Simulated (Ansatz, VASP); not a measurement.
## AlNi3 in VASP and in Ansatz

```
Ni Al
1.0
     3.59215    0.00000    0.00000
     0.00000    3.59215    0.00000
     0.00000    0.00000    3.59215
Ni Al
3 1
Direct
  0.50000 0.50000 0.00000
  0.50000 0.00000 0.50000
  0.00000 0.50000 0.50000
  0.00000 0.00000 0.00000
```

Alike in both runs: task single point; functional PBEsol; k mesh 8 × 8 × 8; occupations fermi-dirac, width 0.05 eV; collinear spin.

```csv
,VASP,Ansatz
version,VASP 6.6.1,Ansatz 0.2.0
potentials or method,"VASP PAW PBE potentials, release 64 (Ni, Al)",Ansatz PAW
plane-wave cutoff (eV),520,420
valence electrons in the cell,33,57
```

|  | VASP | Ansatz | Ansatz less VASP |
| --- | --- | --- | --- |
| gap on the k mesh at the Fermi level (eV) | none | none | - |
| pressure (GPa) | -10.6 | -10.9 | -0.26 |
| net moment per atom (μB) | 0.17 | 0.18 | +0.008 |
| size of the moment on the site where the two differ most (μB) | 0.24 | 0.26 | +0.021 |

VASP's potentials were made for PBE, not for PBEsol. Site moments also hang on the region over which each program counts them. A gap of «none» marks a metal or a gap that the smearing closes. With one functional, cell and mesh, what is left measures potentials, basis and numerics. VASP's potentials hold 33 valence electrons a cell and Ansatz's 57, so a difference there can come from the potentials and not from the codes.
